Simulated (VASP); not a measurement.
A run of VASP 6.6.1 is set up as follows.

The input INCAR:

```
ALGO     = Fast           # electronic algorithm
EDIFF    = 1E-7           # SCF threshold, eV
EDIFFG   = -0.01          # ionic threshold
ENCUT    = 600            # plane-wave cutoff, eV
GGA      = PE             # functional
IBRION   = 2              # ionic algorithm
ISIF     = 3              # what is computed and relaxed
ISMEAR   = 0              # smearing method
LASPH    = T              # aspherical terms in the spheres
LCHARG   = F              # write CHGCAR
LREAL    = F              # projectors in reciprocal space
LWAVE    = F              # write WAVECAR
NELM     = 80             # most SCF steps
NSW      = 100            # ionic steps
PREC     = Accurate       # precision mode
SIGMA    = 0.1            # smearing width, eV
```

KPOINTS

```
k-points
0
Gamma
  22 22 12
```

Contents of POSCAR:

```
Au
1.0
    1.5062013610     -2.4759473865      0.0000000000
    1.5062013610      2.4759473865      0.0000000000
    0.0000000000      0.0000000000      4.8293259809
Au
2
Direct
    0.3303569539      0.6696430461      0.7500000000
    0.6696430461      0.3303569539      0.2500000000
```

Potentials or basis: VASP PAW PBE potentials, release 64 (Au).

Launch:

```sh
$ cat potpaw_PBE.64/Au/POTCAR > POTCAR
$ mpirun -np 1 vasp_std > vasp.out
```

(1) Estimate the band gap on the k mesh.

(2) Estimate the relaxed cell.

Results:

(1) zero (bands 11 and 12 overlap by 6.31 eV).

(2) a = 2.910 Å, b = 2.910 Å, c = 4.886 Å, α = 90.00°, β = 90.00°, γ = 119.60°.

Caveat: spin-orbit coupling is left out, which moves the levels of the heavy elements.
